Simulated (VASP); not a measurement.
# O (P6_3/mmc) in VASP: single point with PBEsol+D3(BJ)

Aim: the single point of O with PBEsol+D3(BJ).

Everything below comes from runs of VASP 6.6.1. Logs are shortened: lines on timing, memory, paths and dates and some standing lists are left out, and cuts for length are marked.

### Step 1. The cell of the first run

The structure is hexagonal, space group P6_3/mmc (No. 194). The conventional cell has a = 3.486 Å, b = 3.486 Å, c = 4.178 Å, α = 90.00°, β = 90.00°, γ = 120.00°. Within 3.8 Å of O (site symmetry -6m2) lie 12 O at 2.90 to 3.49 Å.

### Step 2. Single point, PBEsol+D3(BJ)

INCAR

```
  ALGO = Normal
  EDIFF = 1E-6
  ENCUT = 600
  GGA = PS
  GGA_COMPAT = False
  ISIF = 2
  ISMEAR = 1
  IVDW = 12
  LASPH = True
  LCHARG = False
  LREAL = False
  LWAVE = False
  NBANDS = 13
  NELM = 120
  PREC = Accurate
  SIGMA = 0.1
```

KPOINTS

```
k-points
0
Gamma
  6 6 4
```

POSCAR

```
O
1.0
    3.4863780000      0.0000000000      0.0000000000
   -1.7431890000      3.0192920000      0.0000000000
    0.0000000000      0.0000000000      4.1780410000
O
2
Direct
    0.6666666667      0.3333333333      0.2500000000
    0.3333333333      0.6666666667      0.7500000000
```

Potentials or basis: VASP PAW PBE potentials, release 64 (O).

Started as:

```sh
cat potpaw_PBE.64/O/POTCAR > POTCAR
mpirun -np 1 vasp_std > vasp.out
```

OUTCAR:

```text
EDIFF = 1E-6
   ENCUT = 600
   GGA = PS
   ISIF = 2
   ISMEAR = 1
   IVDW = 12
   LASPH = True
   LREAL = False
   NELM = 120
   PREC = Accurate
 IVDW          = 12

 ion  position               nearest neighbor table
   1  0.667  0.333  0.250-
   2  0.333  0.667  0.750-

  LATTYP: Found a hexagonal cell.
 ALAT       =     3.4863780000
 C/A-ratio  =     1.1983901344

  Lattice vectors:

 A1 = (   3.4863780000,   0.0000000000,   0.0000000000)
 A2 = (  -1.7431890000,   3.0192920000,   0.0000000000)
 A3 = (   0.0000000000,   0.0000000000,   4.1780410000)

Analysis of symmetry for initial positions (statically):
[... 10 lines left out ...]

The static configuration has the point symmetry D_3d.
 The point group associated with its full space group is D_6h.

Analysis of symmetry for dynamics (positions and initial velocities):
[... 10 lines left out ...]

The dynamic configuration has the point symmetry D_3d.
 The point group associated with its full space group is D_6h.

 Subroutine INISYM returns: Found 24 space group operations
[... 5 lines left out ...]
                                     Primitive cell

  volume of cell :      43.9797

  direct lattice vectors                    reciprocal lattice vectors
     3.486378000  0.000000000  0.000000000     0.286830631  0.165601737  0.000000000
    -1.743189000  3.019292000  0.000000000     0.000000000  0.331203474  0.000000000
     0.000000000  0.000000000  4.178041000     0.000000000  0.000000000  0.239346622

  length of vectors
     3.486378000  3.486378073  4.178041000     0.331203481  0.331203474  0.239346622

  position of ions in fractional coordinates (direct lattice)
     0.666666667  0.333333333  0.250000000
     0.333333333  0.666666667  0.750000000

  ion indices of the primitive-cell ions
   primitive index   ion index
                 1           1
                 2           2

----------------------------------------------------------------------------------------

 KPOINTS: k-points

Automatic generation of k-mesh.
 Grid dimensions read from file:
 generate k-points for:    6    6    4

 Generating k-lattice:

  Cartesian coordinates                     Fractional coordinates (reciprocal lattice)
     0.047805105  0.027600290  0.000000000     0.166666667 -0.000000000  0.000000000
     0.000000000  0.055200579  0.000000000     0.000000000  0.166666667  0.000000000
     0.000000000  0.000000000  0.059836656     0.000000000  0.000000000  0.250000000

  Length of vectors
     0.055200580  0.055200579  0.059836656

  Shift w.r.t. Gamma in fractional coordinates (k-lattice)
     0.000000000  0.000000000  0.000000000

 Subroutine IBZKPT returns following result:
 ===========================================

 Found     21 irreducible k-points:

 Following reciprocal coordinates:
            Coordinates               Weight
  0.000000  0.000000  0.000000      1.000000
  0.166667  0.000000  0.000000      6.000000
  0.333333  0.000000  0.000000      6.000000
  0.500000  0.000000  0.000000      3.000000
  0.166667  0.166667  0.000000      6.000000
  0.333333  0.166667  0.000000     12.000000
[... 13 lines left out ...]
  0.333333  0.166667  0.500000     12.000000
  0.333333  0.333333  0.500000      2.000000
   k-points           NKPTS =     21   k-points in BZ     NKDIM =     21   number of bands    NBANDS=     13
   number of dos      NEDOS =    301   number of ions     NIONS =      2
   total plane-waves  NPLWV =  28224
   dimension x,y,z NGX =    28 NGY =   28 NGZ =   36
   dimension x,y,z NGXF=    56 NGYF=   56 NGZF=   72
   ions per type =               2
   NGX,Y,Z   is equivalent  to a cutoff of  13.35, 13.35, 14.32 a.u.
   NGXF,Y,Z  is equivalent  to a cutoff of  26.70, 26.70, 28.65 a.u.
 SYSTEM =  unknown system
   PREC   = accura    normal or accurate (medium, high low for compatibility)
   ISTART =      0    job   : 0-new  1-cont  2-samecut
   ICHARG =      2    charge: 1-file 2-atom 10-const
   ISPIN  =      1    spin polarized calculation?
   LNONCOLLINEAR =      F non collinear calculations
   LSORBIT =      F    spin-orbit coupling
   LASPH  =      T    aspherical Exc in radial PAW
   ENCUT  =  600.0 eV  44.10 Ry    6.64 a.u.   6.96  6.96  8.34*2*pi/ulx,y,z
   NELM   =    120;   NELMIN=  2; NELMDL= -5     # of ELM steps
   EDIFF  = 0.1E-05   stopping-criterion for ELM
   LREAL  =      F    real-space projection
   EDIFFG = 0.1E-04   stopping-criterion for IOM
   NSW    =      0    number of steps for IOM
   IBRION =     -1    ionic relax: 0-MD 1-quasi-New 2-CG
   NFREE  =      0    steps in history (QN), initial steepest desc. (CG)
   ISIF   =      2    stress and relaxation
   ISYM   =      2    0-nonsym 1-usesym 2-fastsym
   POTIM  = 0.5000    time-step for ionic-motion
   TEBEG  =    0.0;   TEEND  =   0.0 temperature during run
   PSTRESS=    0.0 pullay stress
   NELECT =      12.0000    total number of electrons
   NUPDOWN=      -1.0000    fix difference up-down
   EMIN   =  10.00;   EMAX   =-10.00  energy-range for DOS
   EFERMI =   0.00;   METHOD = LEGACY
   ISMEAR =     1;   SIGMA  =   0.10  broadening in eV -4-tet -1-fermi 0-gaus
   EFERMI_NEDOS =   21; number of points for ismear=-14 and -15
   IALGO  =     38    algorithm
   IMIX   =      4    mixing-type and parameters
     AMIX     =   0.40;   BMIX     =  1.00
     AMIX_MAG =   1.60;   BMIX_MAG =  1.00
  volume/ion in A,a.u.               =      21.99       148.39
  Fermi-wavevector in a.u.,A,eV,Ry     =   1.061821  2.006550 15.340066  1.127463
  Thomas-Fermi vector in A             =   2.197250
   LORBIT       =      0    0 simple, 1 ext, 2 COOP (PROOUT), +10 PAW based schemes
   GGA     = PS    functional components
   LHFCALC =     F    Hartree Fock is set to
   AEXX    =    0.0000 exact exchange contribution
   IVDW    =    12    specifies the selected vdW correction
   LEPSILON=     F    determine dielectric tensor
   LRPA    =     F    only Hartree local field effects (RPA)
 non-spin polarized calculation
 Methfessel and Paxton  Order N= 1 SIGMA  =   0.10
  energy-cutoff  :      600.00
  volume of cell :       43.98
 maximum number of plane-waves:      1485
 NGX is ok and might be reduce to    28
   NGX = 13   NGY = 13   NGZ = 17

 number of electron      11.9999999 magnetization

 Free energy of the ion-electron system (eV)
  ---------------------------------------------------
  ext. energy  EPLUGINS =         0.00000000
  ---------------------------------------------------
  free energy    TOTEN  =        -2.35283506 eV

  energy without entropy =       -2.35283146  energy(sigma->0) =       -2.35283386

 E-fermi :  -5.6697     XC(G=0):  -7.2115

 val. band max:       -5.6822252832   @ k =   0.0000   0.0000   0.5000
 cond. band min:      -5.6212915900   @ k =   0.1667   0.0000   0.0000
 fundamental gap:      0.0609336933
 Fermi energy:        -5.6697490316

 k-point     1 :       0.0000    0.0000    0.0000
  band No.  band energies     occupation
      1     -21.3953      2.00000
      2     -20.5575      2.00000
      3      -7.0250      2.00000
      4      -5.9535      2.00045
      5      -5.9535      2.00045
      6      -5.4165     -0.00200
      7      -5.4165     -0.00200
      8      -5.1265     -0.00000
      9       3.3363      0.00000
     10       8.8285      0.00000
     11      11.7139      0.00000
     12      14.5853      0.00000
     13      14.5854      0.00000

 k-point     2 :       0.1667    0.0000    0.0000
  band No.  band energies     occupation
      1     -21.3210      2.00000
      2     -20.5809      2.00000
      3      -6.8983      2.00000
      4      -6.1357      2.00000
      5      -6.0524      2.00000
      6      -5.6213      0.27698
      7      -5.3869     -0.00047
      8      -5.2259     -0.00000
      9       3.9715      0.00000
     10       9.2479      0.00000
     11      11.6959      0.00000
     12      12.0311      0.00000
     13      14.7515      0.00000

 k-point     3 :       0.3333    0.0000    0.0000
  band No.  band energies     occupation
      1     -21.1410      2.00000
      2     -20.6580      2.00000
      3      -6.5763      2.00000
      4      -6.5490      2.00000
      5      -6.2192      2.00000
      6      -5.9165      2.00267
      7      -5.4920     -0.03062
      8      -5.3574     -0.00009
      9       5.5048      0.00000
     10       9.4680      0.00000
     11      10.0799      0.00000
     12      11.6436      0.00000
     13      14.4691      0.00000

 k-point     4 :       0.5000    0.0000    0.0000
  band No.  band energies     occupation
      1     -21.0083      2.00000
      2     -20.7387      2.00000
      3      -6.7621      2.00000
      4      -6.3203      2.00000
      5      -6.2934      2.00000
      6      -6.0318      2.00000
      7      -5.7193      1.73482
      8      -5.3509     -0.00006
      9       7.0480      0.00000
     10       7.8199      0.00000
     11      10.2464      0.00000
     12      11.6048      0.00000
     13      14.4083      0.00000

 k-point     5 :       0.1667    0.1667    0.0000
  band No.  band energies     occupation
      1     -21.1925      2.00000
      2     -20.6324      2.00000
      3      -6.6709      2.00000
      4      -6.3908      2.00000
      5      -6.2568      2.00000
      6      -5.7909      2.07086
      7      -5.4112     -0.00157
      8      -5.4040     -0.00112
      9       5.0483      0.00000
     10       9.7807      0.00000
     11      10.3207      0.00000
     12      11.6640      0.00000
     13      13.8553      0.00000

 k-point     6 :       0.3333    0.1667    0.0000
  band No.  band energies     occupation
      1     -21.0117      2.00000
      2     -20.7352      2.00000
      3      -6.7328      2.00000
      4      -6.3281      2.00000
      5      -6.2923      2.00000
      6      -6.0000      2.00003
      7      -5.7101      1.62467
      8      -5.4294     -0.00352
      9       6.6522      0.00000
     10       8.6563      0.00000
     11       9.9244      0.00000
     12      11.6260      0.00000
     13      14.2374      0.00000

 k-point     7 :       0.3333    0.3333    0.0000
  band No.  band energies     occupation
      1     -20.8602      2.00000
      2     -20.8602      2.00000
      3      -6.8281      2.00000
      4      -6.1662      2.00000
      5      -6.1662      2.00000
      6      -6.0110      2.00002
      7      -6.0110      2.00002
      8      -5.5060     -0.04268
      9       7.4179      0.00000
     10       8.9259      0.00000
     11       8.9259      0.00000
     12      11.6313      0.00000
     13      15.0463      0.00000
[... 145 lines left out ...]
 k-point    17 :       0.3333    0.0000    0.5000
  band No.  band energies     occupation
      1     -20.8948      2.00000
      2     -20.8948      2.00000
      3      -6.9074      2.00000
      4      -6.9074      2.00000
      5      -5.7981      2.06995
      6      -5.7981      2.06995
      7      -5.4087     -0.00139
      8      -5.4087     -0.00139
      9       7.2534      0.00000
     10       7.2534      0.00000
     11      10.8712      0.00000
     12      10.8712      0.00000
     13      15.3846      0.00000

 k-point    18 :       0.5000    0.0000    0.5000
  band No.  band energies     occupation
      1     -20.8632      2.00000
      2     -20.8632      2.00000
      3      -7.0763      2.00000
      4      -7.0763      2.00000
      5      -5.8359      2.04055
      6      -5.8359      2.04055
      7      -5.3684     -0.00017
      8      -5.3684     -0.00017
      9       8.1676      0.00000
     10       8.1676      0.00000
     11       9.7249      0.00000
     12       9.7249      0.00000
     13      15.4637      0.00000

 k-point    19 :       0.1667    0.1667    0.5000
  band No.  band energies     occupation
      1     -20.9106      2.00000
      2     -20.9106      2.00000
      3      -6.7915      2.00000
      4      -6.7915      2.00000
      5      -5.8490      2.02944
      6      -5.8490      2.02944
      7      -5.3921     -0.00062
      8      -5.3921     -0.00062
      9       6.9421      0.00000
     10       6.9421      0.00000
     11      11.5281      0.00000
     12      11.5281      0.00000
     13      14.3912      0.00000

 k-point    20 :       0.3333    0.1667    0.5000
  band No.  band energies     occupation
      1     -20.8633      2.00000
      2     -20.8633      2.00000
      3      -7.0004      2.00000
      4      -7.0004      2.00000
      5      -6.0073      2.00002
      6      -6.0073      2.00002
      7      -5.2829     -0.00000
      8      -5.2829     -0.00000
      9       8.0939      0.00000
     10       8.0939      0.00000
     11      10.2212      0.00000
     12      10.2212      0.00000
     13      13.4221      0.00000

 k-point    21 :       0.3333    0.3333    0.5000
  band No.  band energies     occupation
      1     -20.8474      2.00000
      2     -20.8474      2.00000
      3      -6.9807      2.00000
      4      -6.9807      2.00000
      5      -6.1959      2.00000
      6      -6.1959      2.00000
      7      -5.2081     -0.00000
      8      -5.2081     -0.00000
      9       8.6783      0.00000
     10       8.6783      0.00000
     11      10.2283      0.00000
     12      10.2283      0.00000
     13      12.1052      0.00000

------------------------ aborting loop because EDIFF is reached ----------------------------------------

 Edisp (eV)   -0.05631

 E8    (eV) :    -0.0235

  FORCE on cell =-STRESS in cart. coord.  units (eV):
  Direction    XX          YY          ZZ          XY          YZ          ZX
  --------------------------------------------------------------------------------------
  -------------------------------------------------------------------------------------
  Total      -2.62753    -2.62753    -5.51785     0.00000    -0.00000     0.00000
  in kB     -95.72062   -95.72063  -201.01491     0.00000    -0.00000     0.00000
  external pressure =     -130.82 kB  Pullay stress =        0.00 kB

 VOLUME and BASIS-vectors are now :
 -----------------------------------------------------------------------------
  energy-cutoff  :      600.00
  volume of cell :       43.98
      direct lattice vectors                 reciprocal lattice vectors
     3.486378000  0.000000000  0.000000000     0.286830631  0.165601737  0.000000000
    -1.743189000  3.019292000  0.000000000     0.000000000  0.331203474  0.000000000
     0.000000000  0.000000000  4.178041000     0.000000000  0.000000000  0.239346622

 POSITION                                       TOTAL-FORCE (eV/Angst)
 -----------------------------------------------------------------------------------
      1.74319      1.00643      1.04451        -0.000000      0.000000      0.000000
     -0.00000      2.01286      3.13353         0.000000     -0.000000      0.000000
 -----------------------------------------------------------------------------------
    total drift:                                0.000000     -0.000000      0.000000

  FREE ENERGIE OF THE ION-ELECTRON SYSTEM (eV)
  ---------------------------------------------------
  free  energy   TOTEN  =        -2.4091447392 eV

  energy  without entropy=       -2.4091411457  energy(sigma->0) =       -2.40914354
```

Wall time 23 s (1 thread of Intel Xeon 8259CL, shared host); peak memory 0.17 GiB.

What came out:

```
Free energy                : -2.4091 eV
Pressure                   : -13.1 GPa
Band gap on the k mesh     : zero (band 6 reaches -5.42 eV, above the bottom of band 7 at -6.01 eV)
Dispersion energy per atom : -0.028 eV
```

Stress tensor (GPa, compression positive):
```
 -9.57   0.00   0.00
  0.00  -9.57   0.00
  0.00   0.00 -20.10
```

Levels at points of the mesh, in eV from the Fermi level:
```csv
k point,band 4,band 5,band 6,band 7,band 8,band 9
"(0.00, 0.00, 0.00)",-0.28,-0.28,0.25,0.25,0.54,9.01
"(0.50, 0.00, 0.00)",-0.65,-0.62,-0.36,-0.05,0.32,12.72
"(0.00, 0.00, 0.50)",-0.56,-0.01,-0.01,-0.01,-0.01,11.41
"(0.50, 0.00, 0.50)",-1.41,-0.17,-0.17,0.30,0.30,13.84
```

Caveat: the k points lie up to 0.38 Å⁻¹ apart; three body term missing; the PAW data sets were made with another functional, which shifts forces and pressure a little; pairwise dispersion overbinds metals, which lowers pressure and volume.
